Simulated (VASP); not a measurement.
CsGaCl2:

```
Cs Ga Cl
1.0
     3.63948    0.00000    0.00000
    -1.81974    3.15188    0.00000
     0.00000    0.00000    5.83697
Cs Ga Cl
1 1 2
Direct
  0.00000 0.00000 0.50000
  0.00000 0.00000 0.00000
  0.33333 0.66667 0.91730
  0.66667 0.33333 0.08270
```

- Program: VASP 6.6.1
- Task: relaxation of cell and atoms
- Functional: PBE
- Potentials or basis: VASP PAW PBE potentials, release 64 (Cs_sv, Ga_d, Cl)
- Cutoff: 600 eV
- k mesh: 6 × 6 × 4
- Occupations: gaussian, width 0.1 eV
- Spin: no spin polarisation

At the start: pressure 77.7 GPa; volume 16.74 Å³/atom.

Problem. Where does the relaxation end?

Solution. Over 15 steps the energy falls by 3335.4 meV/atom and the volume is 35.53 Å³/atom (+112.2 %); space group P-3m1 (No. 164, to 0.1 Å) before and after.

Step by step:
```csv
step,energy change (eV),largest force (eV/Å),pressure (GPa),volume (Å³)
1,0.0000,8.4928,77.70,66.96
2,-12.3948,0.4862,-2.21,178.13
3,-12.4924,1.1280,1.84,134.05
4,-12.6220,0.7600,-0.61,152.20
5,-12.6223,0.8151,-0.27,148.76
6,-12.6179,0.8507,-0.04,146.71
7,-12.7249,0.8386,-0.04,146.15
8,-12.9839,0.7686,0.04,144.02
9,-13.2469,0.4923,0.47,137.87
10,-13.2559,0.3899,0.61,135.90
11,-13.3261,0.0794,-0.23,143.08
12,-13.3280,0.0244,-0.35,144.59
13,-13.3390,0.0567,0.23,140.20
14,-13.3394,0.0433,0.13,140.88
15,-13.3414,0.0366,0.01,142.11
```

Final structure:
```
Cs Ga Cl
1.0
     4.53579    0.00000    0.00000
    -2.26790    3.92811    0.00000
     0.00000    0.00000    7.97626
Cs Ga Cl
1 1 2
Direct
  0.00000 0.00000 0.50000
  0.00000 0.00000 0.00000
  0.33333 0.66667 0.78336
  0.66667 0.33333 0.21664
```

Caveat: the volume moved by over 15 % at a fixed basis, so the end points are rough.
